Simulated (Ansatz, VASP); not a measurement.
# NiPt in VASP and in Ansatz

Contents of INCAR:

```
SYSTEM = NiPt
  ALGO = Normal
  EDIFF = 1E-6
  ENCUT = 520
  ISIF = 2
  ISMEAR = -1
  ISPIN = 2
  LASPH = .True.
  LCHARG = .False.
  LMAXMIX = 4
  LORBIT = 11
  LREAL = .False.
  LWAVE = .False.
  MAGMOM = 1.5 0.6
  NBANDS = 21
  NELM = 150
  PREC = Accurate
  SIGMA = 0.1
```

KPOINTS

```
k-points
0
Gamma
  11 11 8
  0 0 0
```

The input POSCAR:

```
NiPt
1.0
    2.7456009862      0.0000000000      0.0000000000
    0.0000000000      2.7456009862      0.0000000000
    0.0000000000      0.0000000000      3.6254085579
Ni Pt
1 1
Direct
    0.5000000000      0.5000000000      0.5000000000
    0.0000000000      0.0000000000      0.0000000000
```

Input for Ansatz:

```yaml
crystal:
  lattice:
    - [2.7456009862, 0.0, 0.0]
    - [0.0, 2.7456009862, 0.0]
    - [0.0, 0.0, 3.6254085579]
  atoms:
    - { symbol: Ni, position: [0.5, 0.5, 0.5], spin: 1.5 }
    - { symbol: Pt, position: [0.0, 0.0, 0.0], spin: 0.6 }
magnetization:
  spin_polarized: true
kpoints:
  mp_grid: { grid: [11, 11, 8] }
scf:
  occupations: { method: fermi_dirac, width: 0.1 }
hamiltonian:
  xc: lda
  pseudopotentials: { kind: paw }
output:
  forces: true
  stress: true
  eigenvalues: true
  populations: true
  write_density: true
  write_potential: true
  elf: true
  volumetric_format: npy
```

Change from the starting cell: volume scaled by 1.04, PAW files.

Alike in both runs: task single point; functional LDA; k mesh 11 × 11 × 8; occupations fermi-dirac, width 0.1 eV; collinear spin.

```csv
,VASP,Ansatz
version,VASP 6.6.1,Ansatz 0.2.0
potentials or method,"VASP PAW LDA potentials, release 64 (Ni, Pt)","PAW with Ansatz's default frozen-core files, scalar-relativistic"
plane-wave cutoff (eV),520,420
valence electrons in the cell,20,36
```

VASP gave:

```
pressure (GPa)                                                : -19.4
traceless stress, the component that is largest in VASP (GPa) : 1.17
net moment per atom (μB)                                      : 0.33
size of the moment on the site where the two differ most (μB) : 0.47
```

Q: What did Ansatz give for the same quantities?

A: Pressure (GPa): -19.5; traceless stress, the component that is largest in VASP (GPa): 1.37; net moment per atom (μB): 0.41; size of the moment on the site where the two differ most (μB): 0.59.

LDA's correlation is that of Perdew and Zunger in VASP and of Perdew and Wang (1992) in Ansatz. Site moments also hang on the region over which each program counts them. VASP's potentials hold 20 valence electrons a cell and Ansatz's 36, so a difference there can come from the potentials and not from the codes.

Spin-orbit coupling is off throughout.
